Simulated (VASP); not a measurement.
# Hf3N4F in VASP: single point with PBEsol

Aim: the single point of Hf3N4F with PBEsol.

All numbers are computed with VASP 6.6.1; they aren't measurements. Logs are shortened: lines on timing, memory, paths and dates and some standing lists are left out, and cuts for length are marked.

## 1. The cell of the first run

The cell holds a slab with vacuum, 8 atoms: a = 3.183 Å, b = 3.183 Å, c = 26.797 Å, α = 90.00°, β = 90.00°, γ = 120.00°.

## 2. Single point, PBEsol

INCAR reads:

```
  PREC = Accurate
  ENCUT = 520
  EDIFF = 1E-6
  ISMEAR = 0
  SIGMA = 0.1
  LREAL = F
  LASPH = T
  NELM = 120
  ALGO = Normal
  ISIF = 2
  LWAVE = F
  LCHARG = F
  LDIPOL = T
  IDIPOL = 3
  DIPOL = 0.5 0.5 0.501
  GGA = PS
  NBANDS = 38
  GGA_COMPAT = F
  NELMDL = -8
```

KPOINTS reads:

```
Automatic mesh
0
Gamma
  9 9 1
```

POSCAR reads:

```
Hf3N4F
1.0
    3.1830776023      0.0000000000      0.0000000000
   -1.5915388012      2.7566260658      0.0000000000
    0.0000000000      0.0000000000     26.7969159374
N Hf F
4 3 1
Direct
    0.3333333333      0.6666666667      0.3172006816
    0.0000000000      0.0000000000      0.4141884090
    0.6666666667      0.3333333333      0.5027466343
    0.3333333333      0.6666666667      0.6100803452
    0.6666666667      0.3333333333      0.3656945453
    0.3333333333      0.6666666667      0.4723481177
    0.0000000000      0.0000000000      0.6389641142
    0.6666666667      0.3333333333      0.6903126809
```

Potentials or basis: VASP PAW PBE potentials, release 64 (N, Hf_pv, F).

On the command line:

```sh
cat potpaw_PBE.64/N/POTCAR potpaw_PBE.64/Hf_pv/POTCAR potpaw_PBE.64/F/POTCAR > POTCAR
mpirun -np 1 vasp_std > vasp.out
```

OUTCAR:

```text
PREC = Accurate
   ENCUT = 520
   EDIFF = 1E-6
   ISMEAR = 0
   LREAL = F
   LASPH = T
   NELM = 120
   ISIF = 2
   GGA = PS
   NELMDL = -8

 ion  position               nearest neighbor table
   1  0.333  0.667  0.317-   5 2.25   5 2.25   5 2.25
   2  0.000  0.000  0.414-   5 2.25   5 2.25   5 2.25   6 2.41   6 2.41   6 2.41
   3  0.667  0.333  0.503-   6 2.01   6 2.01   6 2.01
   4  0.333  0.667  0.610-   7 1.99   7 1.99   7 1.99
   5  0.667  0.333  0.366-   1 2.25   1 2.25   2 2.25   2 2.25   2 2.25   1 2.25   6 3.40   6 3.40
                             6 3.40
   6  0.333  0.667  0.472-   3 2.01   3 2.01   3 2.01   2 2.41   2 2.41   2 2.41   5 3.40   5 3.40
                             5 3.40
   7  0.000  0.000  0.639-   4 1.99   4 1.99   4 1.99   8 2.30   8 2.30   8 2.30
   8  0.667  0.333  0.690-   7 2.30   7 2.30   7 2.30

  LATTYP: Found a hexagonal cell.
 ALAT       =     3.1830776023
 C/A-ratio  =     8.4185556513

  Lattice vectors:

 A1 = (   3.1830776023,   0.0000000000,   0.0000000000)
 A2 = (  -1.5915388012,   2.7566260658,   0.0000000000)
 A3 = (   0.0000000000,   0.0000000000,  26.7969159374)

Analysis of symmetry for initial positions (statically):
=====================================================================
 Subroutine PRICEL returns:
 Original cell was already a primitive cell.

 Routine SETGRP: Setting up the symmetry group for a
 hexagonal supercell.

 Subroutine GETGRP returns: Found  6 space group operations
 (whereof  6 operations were pure point group operations)
 out of a pool of 24 trial point group operations.

The static configuration has the point symmetry C_3v.

Analysis of symmetry for dynamics (positions and initial velocities):
=====================================================================
 Subroutine PRICEL returns:
 Original cell was already a primitive cell.

 Routine SETGRP: Setting up the symmetry group for a
 hexagonal supercell.

 Subroutine GETGRP returns: Found  6 space group operations
 (whereof  6 operations were pure point group operations)
 out of a pool of 24 trial point group operations.

The dynamic configuration has the point symmetry C_3v.

 Subroutine INISYM returns: Found  6 space group operations
 (whereof  6 operations are pure point group operations),
 and found     1 'primitive' translations

----------------------------------------------------------------------------------------

[... 103 lines left out ...]
   NUPDOWN=      -1.0000    fix difference up-down
   EMIN   =  10.00;   EMAX   =-10.00  energy-range for DOS
   EFERMI =   0.00;   METHOD = LEGACY
   ISMEAR =     0;   SIGMA  =   0.10  broadening in eV -4-tet -1-fermi 0-gaus
   EFERMI_NEDOS =   21; number of points for ismear=-14 and -15
   IALGO  =     38    algorithm
   IMIX   =      4    mixing-type and parameters
     AMIX     =   0.40;   BMIX     =  1.00
     AMIX_MAG =   1.60;   BMIX_MAG =  1.00
  volume/ion in A,a.u.               =      29.39       198.34
  Fermi-wavevector in a.u.,A,eV,Ry     =   1.020775  1.928984 14.177007  1.041981
  Thomas-Fermi vector in A             =   2.154363
   LORBIT       =      0    0 simple, 1 ext, 2 COOP (PROOUT), +10 PAW based schemes
   GGA     = PS    functional components
   LHFCALC =     F    Hartree Fock is set to
   AEXX    =    0.0000 exact exchange contribution
   IVDW    =     0    specifies the selected vdW correction
   LEPSILON=     F    determine dielectric tensor
   LRPA    =     F    only Hartree local field effects (RPA)
 non-spin polarized calculation
 Gauss-broadening in eV      SIGMA  =   0.10
  energy-cutoff  :      520.00
  volume of cell :      235.13
 maximum number of plane-waves:      6372
 NGX is ok and might be reduce to    24
   NGX = 11   NGY = 11   NGZ = 99

 dipolmoment           0.000000      0.000000      0.042688 electrons x Angstroem

 number of electron      57.0000008 magnetization

 dipolmoment           0.000000      0.000000     -0.118222 electrons x Angstroem

 Free energy of the ion-electron system (eV)
  ---------------------------------------------------
  ext. energy  EPLUGINS =         0.00000000
  ---------------------------------------------------
  free energy    TOTEN  =       -79.54782684 eV

  energy without entropy =      -79.52074707  energy(sigma->0) =      -79.53428695

 E-fermi :  -2.6935     XC(G=0):  -5.3697

 val. band max:       -2.6944800661   @ k =   0.4444   0.0000   0.0000
 cond. band min:      -2.6854861310   @ k =   0.2222   0.1111   0.0000
 fundamental gap:      0.0089939351
 Fermi energy:        -2.6934835482

 k-point     1 :       0.0000    0.0000    0.0000
  band No.  band energies     occupation
      1     -32.4012      2.00000
      2     -32.3242      2.00000
      3     -31.9094      2.00000
      4     -31.9094      2.00000
      5     -31.8161      2.00000
      6     -31.8161      2.00000
[... 481 lines left out ...]
     37       3.1320      0.00000
     38       3.8844      0.00000

------------------------ aborting loop because EDIFF is reached ----------------------------------------

 vacuum level on the upper side and lower side of the slab       (xc-potential included)        -1.203         1.186

  FORCE on cell =-STRESS in cart. coord.  units (eV):
  Direction    XX          YY          ZZ          XY          YZ          ZX
  --------------------------------------------------------------------------------------
  -------------------------------------------------------------------------------------
  Total        4.2454908      4.2454908     -6.3233389     -0.0000000      0.0000000     -0.0000000
  in kB       28.9286782     28.9286782    -43.0870880     -0.0000000      0.0000000     -0.0000000
  external PRESSURE =       4.9234228 kB  Pullay stress =       0.0000000 kB

 VOLUME and BASIS-vectors are now :
 -----------------------------------------------------------------------------
  energy-cutoff  :      520.00
  volume of cell :      235.13
      direct lattice vectors                 reciprocal lattice vectors
     3.183077602  0.000000000  0.000000000     0.314161364  0.181381148  0.000000000
    -1.591538801  2.756626066  0.000000000     0.000000000  0.362762296  0.000000000
     0.000000000  0.000000000 26.796915937     0.000000000  0.000000000  0.037317727

 POSITION                                       TOTAL-FORCE (eV/Angst)
 -----------------------------------------------------------------------------------
     -0.00000      1.83775      8.50000         0.000000     -0.000000      3.794757
      0.00000      0.00000     11.09897         0.000000     -0.000000     -0.570717
      1.59154      0.91888     13.47206         0.000000     -0.000000     -0.079405
     -0.00000      1.83775     16.34827        -0.000000      0.000000      0.079589
      1.59154      0.91888      9.79949        -0.000000     -0.000000     -3.158021
     -0.00000      1.83775     12.65747         0.000000     -0.000000      0.013109
      0.00000      0.00000     17.12227         0.000000     -0.000000      0.085254
      1.59154      0.91888     18.49825        -0.000000     -0.000000     -0.164568
 -----------------------------------------------------------------------------------
    total drift:                               -0.000000     -0.000000      0.000343

  FREE ENERGIE OF THE ION-ELECTRON SYSTEM (eV)
  ---------------------------------------------------
  free  energy   TOTEN  =       -79.5478268402 eV

  energy  without entropy=      -79.5207470682  energy(sigma->0) =      -79.53428695

 vacuum level on the upper side and lower side of the slab         3.237         5.671
```

stdout:

```text
POSCAR found type information on POSCAR N HfF
 POSCAR found :  3 types and       8 ions
 scaLAPACK will be used
 -----------------------------------------------------------------------------
|                                                                             |
|                                                                             |
|     You enforced a specific xc type in the INCAR file but a different       |
|     I HOPE YOU KNOW WHAT YOU ARE DOING!                                     |
|                                                                             |
 -----------------------------------------------------------------------------

 LDA part: xc-table for (Slater+PW92), standard interpolation
 POSCAR, INCAR and KPOINTS ok, starting setup
 FFT: planning ... GRIDC
 FFT: planning ... GRID_SOFT
 FFT: planning ... GRID
 WAVECAR not read
 entering main loop
```

Run time: 3.6 min. Hardware: 1 thread of Intel Xeon 6975P-C (Granite Rapids), shared host; peak memory 0.37 GiB.

Results:

* Free energy: -79.5478 eV
* Largest force: 3.795 eV/Å
* Band gap on the k mesh: zero (an odd number of electrons rules out a gap without spin polarisation)

Forces in eV/Å, atoms in the order of the input:
```
N    0.000  0.000  3.795
N    0.000  0.000 -0.571
N    0.000  0.000 -0.079
N    0.000  0.000  0.080
Hf   0.000  0.000 -3.158
Hf   0.000  0.000  0.013
Hf   0.000  0.000  0.085
F    0.000  0.000 -0.165
```

Levels at points of the mesh, in eV from the Fermi level:
```tsv
k point	band 26	band 27	band 28	band 29	band 30	band 31	band 32	band 33
(0.00, 0.00, 0.00)	-1.51	-0.30	0.48	0.48	3.52	3.52	3.54	3.68
```

Caveat: the PAW data sets were made with another functional, which shifts forces and pressure a little; spin-orbit coupling is left out, which moves the levels of the heavy elements; an odd number of electrons without spin polarisation forces a metal; a magnetic or distorted state may lie lower.
